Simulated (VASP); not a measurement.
Here is a VASP 6.6.1 calculation.

The input INCAR:

```
SYSTEM = WS2
  PREC = Accurate
  ENCUT = 520
  EDIFF = 1E-6
  ISMEAR = 0
  SIGMA = 0.02
  LREAL = .False.
  LASPH = .True.
  NELM = 60
  ALGO = Normal
  ISIF = 2
  LWAVE = .False.
  LCHARG = .False.
  GGA = PS
  IVDW = 12
  NBANDS = 20
```

Contents of KPOINTS:

```
regular mesh
0
Gamma
  12 12 4
  0 0 0
```

The input POSCAR:

```
WS2
1.0
    3.0845050501      0.0000000000      0.0000000000
   -1.5422525250      2.6712597314      0.0000000000
    0.0000000000      0.0000000000      6.2955191342
W S
1 2
Direct
    0.3333333333      0.6666666667      0.0000000000
    0.6666666667      0.3333333333      0.7498324038
    0.6666666667      0.3333333333      0.2501675962
```

Potentials or basis: VASP PAW PBE potentials, release 64 (W_sv, S).

Run with:

```console
$ cat potpaw_PBE.64/W_sv/POTCAR potpaw_PBE.64/S/POTCAR > POTCAR
$ mpirun -np 1 vasp_std > vasp.out
```

(1) Estimate the largest force.

(2) Estimate the dispersion energy per atom.

(3) Predict the band gap on the k mesh.

(4) Estimate the pressure.

Answers

(1) 0.022 eV/Å.

(2) -0.394 eV.

(3) 0.93 eV, indirect (least direct gap 2.12 eV).

(4) 4.1 GPa.

Caveat: the PAW data sets were made with another functional, which shifts forces and pressure a little; spin-orbit coupling is left out, which moves the levels of the heavy elements.
